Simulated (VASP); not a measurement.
# TiAl3 in VASP: single point with r2SCAN

Aim: the single point of TiAl3 with r2SCAN.

Program: VASP 6.6.1. These are calculated values, not measurements. Logs are shortened: lines on timing, memory, paths and dates and some standing lists are left out, and cuts for length are marked.

## (1) The cell of the first run

The cell holds an amorphous packing of atoms, 16 atoms: a = 5.545 Å, b = 7.494 Å, c = 6.659 Å, α = 97.31°, β = 103.55°, γ = 95.05°.

## (2) Single point, r2SCAN

POSCAR reads:

```
TiAl3
1.0
    5.4824322446     -0.3602688943     -0.7471343952
   -0.2372952621      7.4772883328     -0.4487538791
   -0.7097007130     -0.4753166257      6.6038138527
Ti Al
4 12
Direct
    0.6930740525      0.8105925301      0.7600443366
    0.1095029228      0.5638245093      0.7456965306
    0.2724943713      0.5533398472      0.3760370057
    0.8191520895      0.2149820587      0.5269569536
    0.4849890466      0.3160023956      0.1119648424
    0.9710419635      0.3057775766     -0.0051603435
    0.5937692148      0.4597878482      0.7396422506
    0.0671429919      0.8810181907      0.5334158258
    0.7760722862      0.5708807941      0.4063111454
    0.4994008503      1.1192159223      0.7634321532
    0.9629906733      0.6861345335      0.0900237024
    0.2401662015      0.1937009449      0.3806341569
    0.4816928729      0.6767769467      0.0666790196
    0.7639436045      1.0186061572      0.1372432105
    0.4943959322      0.9060288680      0.3942574944
    0.1999345736      0.9652295549     -0.0358581328
```

INCAR.step1 reads:

```
ALGO = Normal ; EDIFF = 1E-4
ENCUT = 520 ; GGA = PE
ISMEAR = 0 ; ISYM = 0
LASPH = True ; LCHARG = False
LREAL = Auto ; LWAVE = True
NBANDS = 56 ; NELM = 100
PREC = Accurate ; SIGMA = 0.1
```

INCAR.step2 reads:

```
ALGO = Normal ; EDIFF = 1E-6
ENCUT = 520 ; ISIF = 2
ISMEAR = 0 ; ISTART = 1
ISYM = 0 ; LASPH = True
LCHARG = False ; LMIXTAU = True
LREAL = Auto ; LWAVE = False
METAGGA = R2SCAN ; NBANDS = 56
NELM = 100 ; PREC = Accurate
SIGMA = 0.1
```

KPOINTS reads:

```
Automatic mesh
0
Gamma
  2 2 2
  0.5 0.5 0.5
```

Potentials or basis: VASP PAW PBE potentials, release 64 (Ti_sv, Al).

Command:

```
$ cat potpaw_PBE.64/Ti_sv/POTCAR potpaw_PBE.64/Al/POTCAR > POTCAR
$ cp INCAR.step1 INCAR
$ mpirun -np 1 vasp_std > vasp.out
$ cp INCAR.step2 INCAR
$ mpirun -np 1 vasp_std > vasp.out
```

OUTCAR:

```text
EDIFF = 1E-6
   ENCUT = 520
   ISIF = 2
   ISMEAR = 0
   ISTART = 1
   ISYM = 0
   LASPH = True
   LREAL = Auto
   METAGGA = R2SCAN
   NELM = 100
   PREC = Accurate

 ion  position               nearest neighbor table
   1  0.693  0.811  0.760-   7 2.62  10 2.63  15 2.64  11 2.68  14 2.71  13 2.83  16 2.89   8 2.89
                             9 2.93
   2  0.110  0.564  0.746-   9 2.57  13 2.59  11 2.69   3 2.81   7 2.87   6 2.87   7 2.89   8 2.92
                            16 3.11
   3  0.272  0.553  0.376-  11 2.61  12 2.69   9 2.74  15 2.79  13 2.80   2 2.81   9 2.82   7 2.86
                             5 2.86   8 2.97   6 2.99
   4  0.819  0.215  0.527-  15 2.72   7 2.74  10 2.74  12 2.74  14 2.75   9 2.90   8 2.96   6 3.00
                            12 3.11
   5  0.485  0.316  0.112-  10 2.61   9 2.67  12 2.69  13 2.76   6 2.76  14 2.82   3 2.86  16 2.87
                             6 2.98   7 2.99
   6  0.971  0.306  0.995-  14 2.73   5 2.76   7 2.80  10 2.84  11 2.85   2 2.87  12 2.92  16 2.95
                             5 2.98   3 2.99   4 3.00
   7  0.594  0.460  0.740-  10 2.59   1 2.62   4 2.74  13 2.77   6 2.80   9 2.83   3 2.86   2 2.87
                             2 2.89  11 2.94   5 2.99  12 3.07
   8  0.067  0.881  0.533-   9 2.63  15 2.74  16 2.76  10 2.85  12 2.85   1 2.89   2 2.92   4 2.96
                             3 2.97  11 3.02  15 3.12  14 3.13
   9  0.776  0.571  0.406-   2 2.57   8 2.63   5 2.67  13 2.71   3 2.74  11 2.75   3 2.82   7 2.83
                             4 2.90   1 2.93  15 3.07
  10  0.499  0.119  0.763-   7 2.59   5 2.61   1 2.63  16 2.64   4 2.74  15 2.75  12 2.77  14 2.81
                             6 2.84   8 2.85
  11  0.963  0.686  0.090-   3 2.61  13 2.63   1 2.68   2 2.69  16 2.70   9 2.75  14 2.82   6 2.85
                            13 2.92   7 2.94   8 3.02  15 3.32
  12  0.240  0.194  0.381-  15 2.68   5 2.69   3 2.69   4 2.74  10 2.77   8 2.85  14 2.86   6 2.92
                            16 3.02   7 3.07   4 3.11
  13  0.482  0.677  0.067-  15 2.58   2 2.59  11 2.63   9 2.71   5 2.76   7 2.77   3 2.80  14 2.81
                             1 2.83  16 2.84  11 2.92
  14  0.764  0.019  0.137-  15 2.69   1 2.71   6 2.73   4 2.75  13 2.81  10 2.81   5 2.82  11 2.82
                            12 2.86  16 2.95  16 3.04   8 3.13
  15  0.494  0.906  0.394-  13 2.58   1 2.64  12 2.68  14 2.69   4 2.72   8 2.74  10 2.75   3 2.79
                            16 3.05   9 3.07   8 3.12  11 3.32
  16  0.200  0.965  0.964-  10 2.64  11 2.70   8 2.76  13 2.84   5 2.87   1 2.89  14 2.95   6 2.95
                            12 3.02  14 3.04  15 3.05   2 3.11

IMPORTANT INFORMATION: All symmetrisations will be switched off!
NOSYMM: (Re-)initialisation of all symmetry stuff for point group C_1.

----------------------------------------------------------------------------------------

                                     Primitive cell

  volume of cell :     264.8172

  direct lattice vectors                    reciprocal lattice vectors
     5.482432245 -0.360268894 -0.747134395     0.185657581  0.007120137  0.020464786
    -0.237295262  7.477288333 -0.448753879     0.010325138  0.134714515  0.010805848
    -0.709700713 -0.475316626  6.603813853     0.021706337  0.009959905  0.154477266

  length of vectors
     5.544823423  7.494499976  6.658825602     0.186917739  0.135541047  0.156312477

  position of ions in fractional coordinates (direct lattice)
     0.693074053  0.810592530  0.760044337
     0.109502923  0.563824509  0.745696531
     0.272494371  0.553339847  0.376037006
     0.819152090  0.214982059  0.526956954
     0.484989047  0.316002396  0.111964842
     0.971041963  0.305777577  0.994839656
[... 8 lines left out ...]
     0.494395932  0.906028868  0.394257494
     0.199934574  0.965229555  0.964141867

  ion indices of the primitive-cell ions
   primitive index   ion index
                 1           1
                 2           2
                 3           3
                 4           4
                 5           5
                 6           6
[... 8 lines left out ...]
                15          15
                16          16

----------------------------------------------------------------------------------------

 KPOINTS: Automatic mesh

Automatic generation of k-mesh.
 Grid dimensions read from file:
 generate k-points for:    2    2    2

 Generating k-lattice:

  Cartesian coordinates                     Fractional coordinates (reciprocal lattice)
     0.092828791  0.003560068  0.010232393     0.500000000 -0.000000000  0.000000000
     0.005162569  0.067357258  0.005402924     0.000000000  0.500000000  0.000000000
     0.010853169  0.004979953  0.077238633     0.000000000  0.000000000  0.500000000

  Length of vectors
     0.093458870  0.067770523  0.078156239

  Shift w.r.t. Gamma in fractional coordinates (k-lattice)
     0.500000000  0.500000000  0.500000000

 Subroutine IBZKPT returns following result:
 ===========================================

 Found      4 irreducible k-points:

 Following reciprocal coordinates:
            Coordinates               Weight
  0.250000  0.250000  0.250000      2.000000
 -0.250000  0.250000  0.250000      2.000000
  0.250000 -0.250000  0.250000      2.000000
 -0.250000 -0.250000  0.250000      2.000000
   k-points           NKPTS =      4   k-points in BZ     NKDIM =      4   number of bands    NBANDS=     56
   number of dos      NEDOS =    301   number of ions     NIONS =     16
   total plane-waves  NPLWV = 117600
   dimension x,y,z NGX =    42 NGY =   56 NGZ =   50
   dimension x,y,z NGXF=    84 NGYF=  112 NGZF=  100
   ions per type =               4  12
   NGX,Y,Z   is equivalent  to a cutoff of  12.59, 12.42, 12.48 a.u.
   NGXF,Y,Z  is equivalent  to a cutoff of  25.19, 24.84, 24.97 a.u.
 SYSTEM =  unknown system
   PREC   = accura    normal or accurate (medium, high low for compatibility)
   ISTART =      1    job   : 0-new  1-cont  2-samecut
   ICHARG =      0    charge: 1-file 2-atom 10-const
   ISPIN  =      1    spin polarized calculation?
   LNONCOLLINEAR =      F non collinear calculations
   LSORBIT =      F    spin-orbit coupling
   LASPH  =      T    aspherical Exc in radial PAW
   ENCUT  =  520.0 eV  38.22 Ry    6.18 a.u.  10.31 13.93 12.38*2*pi/ulx,y,z
   NELM   =    100;   NELMIN=  2; NELMDL=  0     # of ELM steps
   EDIFF  = 0.1E-05   stopping-criterion for ELM
   LREAL  =      T    real-space projection
   EDIFFG = 0.1E-04   stopping-criterion for IOM
   NSW    =      0    number of steps for IOM
   IBRION =     -1    ionic relax: 0-MD 1-quasi-New 2-CG
   NFREE  =      0    steps in history (QN), initial steepest desc. (CG)
   ISIF   =      2    stress and relaxation
   ISYM   =      0    0-nonsym 1-usesym 2-fastsym
   POTIM  = 0.5000    time-step for ionic-motion
   TEBEG  =    0.0;   TEEND  =   0.0 temperature during run
   PSTRESS=    0.0 pullay stress
   NELECT =      84.0000    total number of electrons
   NUPDOWN=      -1.0000    fix difference up-down
   EMIN   =  10.00;   EMAX   =-10.00  energy-range for DOS
   EFERMI =   0.00;   METHOD = LEGACY
   ISMEAR =     0;   SIGMA  =   0.10  broadening in eV -4-tet -1-fermi 0-gaus
   EFERMI_NEDOS =   21; number of points for ismear=-14 and -15
   IALGO  =     38    algorithm
   IMIX   =      4    mixing-type and parameters
     AMIX     =   0.40;   BMIX     =  1.00
     AMIX_MAG =   1.60;   BMIX_MAG =  1.00
  volume/ion in A,a.u.               =      16.55       111.69
  Fermi-wavevector in a.u.,A,eV,Ry     =   1.116484  2.109849 16.960161  1.246537
  Thomas-Fermi vector in A             =   2.253098
   LORBIT       =      0    0 simple, 1 ext, 2 COOP (PROOUT), +10 PAW based schemes
   METAGGA = R2SCAN    functional components
   LHFCALC =     F    Hartree Fock is set to
   AEXX    =    0.0000 exact exchange contribution
   IVDW    =     0    specifies the selected vdW correction
   LEPSILON=     F    determine dielectric tensor
   LRPA    =     F    only Hartree local field effects (RPA)
 non-spin polarized calculation
 Gauss-broadening in eV      SIGMA  =   0.10
  energy-cutoff  :      520.00
  volume of cell :      264.82
 maximum number of plane-waves:      7143
 NGX is ok and might be reduce to    42
   NGX = 21   NGY = 27   NGZ = 25

 number of electron      83.9999997 magnetization

 Free energy of the ion-electron system (eV)
  ---------------------------------------------------
  ext. energy  EPLUGINS =         0.00000000
  ---------------------------------------------------
  free energy    TOTEN  =      -135.11304571 eV

  energy without entropy =     -135.06665942  energy(sigma->0) =     -135.08985257

 E-fermi :   7.9380     XC(G=0): -11.2782

 val. band max:        7.9258882993   @ k =   0.2500   0.2500   0.2500
 cond. band min:       8.0924294716   @ k =   0.2500  -0.2500   0.2500
 fundamental gap:      0.1665411723
 Fermi energy:         7.9379540893

 k-point     1 :       0.2500    0.2500    0.2500
  band No.  band energies     occupation
      1     -51.2278      2.00000
      2     -51.0363      2.00000
      3     -50.9966      2.00000
      4     -50.9593      2.00000
      5     -26.5647      2.00000
      6     -26.4619      2.00000
[... 46 lines left out ...]
     53       9.9331      0.00000
     54      10.1342      0.00000

 k-point     2 :      -0.2500    0.2500    0.2500
  band No.  band energies     occupation
      1     -51.2278      2.00000
      2     -51.0363      2.00000
      3     -50.9966      2.00000
      4     -50.9593      2.00000
      5     -26.5647      2.00000
      6     -26.4617      2.00000
[... 46 lines left out ...]
     53       9.9730      0.00000
     54      10.1216      0.00000

 k-point     3 :       0.2500   -0.2500    0.2500
  band No.  band energies     occupation
      1     -51.2278      2.00000
      2     -51.0363      2.00000
      3     -50.9966      2.00000
      4     -50.9593      2.00000
      5     -26.5647      2.00000
      6     -26.4617      2.00000
[... 46 lines left out ...]
     53       9.9237      0.00000
     54      10.2259      0.00000

 k-point     4 :      -0.2500   -0.2500    0.2500
  band No.  band energies     occupation
      1     -51.2278      2.00000
      2     -51.0363      2.00000
      3     -50.9966      2.00000
      4     -50.9593      2.00000
      5     -26.5647      2.00000
      6     -26.4619      2.00000
[... 46 lines left out ...]
     53      10.0313      0.00000
     54      10.2468      0.00000
 [bands above 54 left out]

------------------------ aborting loop because EDIFF is reached ----------------------------------------

  FORCE on cell =-STRESS in cart. coord.  units (eV):
  Direction    XX          YY          ZZ          XY          YZ          ZX
  --------------------------------------------------------------------------------------
  -------------------------------------------------------------------------------------
  Total       -0.1662192      0.0721239     -0.2790706     -0.0021687      0.0132575      0.0186980
  in kB       -1.0056474      0.4363588     -1.6884122     -0.0131211      0.0802093      0.1131251
  external PRESSURE =      -0.7525669 kB  Pullay stress =       0.0000000 kB

 VOLUME and BASIS-vectors are now :
 -----------------------------------------------------------------------------
  energy-cutoff  :      520.00
  volume of cell :      264.82
      direct lattice vectors                 reciprocal lattice vectors
     5.482432245 -0.360268894 -0.747134395     0.185657581  0.007120137  0.020464786
    -0.237295262  7.477288333 -0.448753879     0.010325138  0.134714515  0.010805848
    -0.709700713 -0.475316626  6.603813853     0.021706337  0.009959905  0.154477266

 POSITION                                       TOTAL-FORCE (eV/Angst)
 -----------------------------------------------------------------------------------
      3.06798      5.45008      4.13762         0.005772     -0.005344     -0.005448
     -0.06267      3.82199      4.58961        -0.006067     -0.000052      0.002192
      1.09575      3.86057      2.03138        -0.014582      0.008517     -0.017313
      4.06595      1.06190      2.77143        -0.009477     -0.022324      0.000409
      2.50447      2.13490      0.23524         0.010005     -0.007642     -0.008770
      4.54507      1.46369      5.70702        -0.012854     -0.004657      0.013704
[... 8 lines left out ...]
      2.21569      6.40913      1.82764        -0.001524      0.010797     -0.000860
      0.18283      6.68700      5.78448         0.000538      0.015866      0.004916
 -----------------------------------------------------------------------------------
    total drift:                               -0.008985     -0.021892     -0.018241

  FREE ENERGIE OF THE ION-ELECTRON SYSTEM (eV)
  ---------------------------------------------------
  free  energy   TOTEN  =      -135.1130457114 eV

  energy  without entropy=     -135.0666594192  energy(sigma->0) =     -135.08985257
```

It took 2.9 min on 1 thread of Intel Xeon 6975P-C (Granite Rapids), shared host; peak memory 0.34 GiB.

What came out:

```yaml
Free_energy: -135.1130 eV
Pressure: -0.1 GPa
Largest_force: 0.032 eV/Å
Band_gap_on_the_k_mesh: zero (band 42 reaches 7.93 eV, above the bottom of band 43 at 7.86 eV)
```

Forces in eV/Å, atoms in the order of the input:
```
Ti   0.006 -0.005 -0.005
Ti  -0.006  0.000  0.002
Ti  -0.015  0.009 -0.017
Ti  -0.009 -0.022  0.000
Al   0.010 -0.008 -0.009
Al  -0.013 -0.005  0.014
Al   0.005 -0.009  0.016
Al   0.005 -0.003 -0.015
Al   0.000  0.009 -0.008
Al  -0.016  0.023  0.014
Al   0.001  0.002 -0.004
Al   0.010 -0.019 -0.016
Al   0.005 -0.002  0.017
Al   0.019  0.004  0.007
Al  -0.002  0.011 -0.001
Al   0.001  0.016  0.005
```

Levels at points of the mesh, in eV from the Fermi level:
```csv
k point,band 38,band 39,band 40,band 41,band 42,band 43,band 44,band 45,band 46,band 47
"(0.25, 0.25, 0.25)",-0.91,-0.78,-0.45,-0.28,-0.01,0.38,0.48,0.76,0.80,1.01
```

Caveat: the k points lie up to 0.59 Å⁻¹ apart; the PAW data sets were made with another functional, which shifts forces and pressure a little.
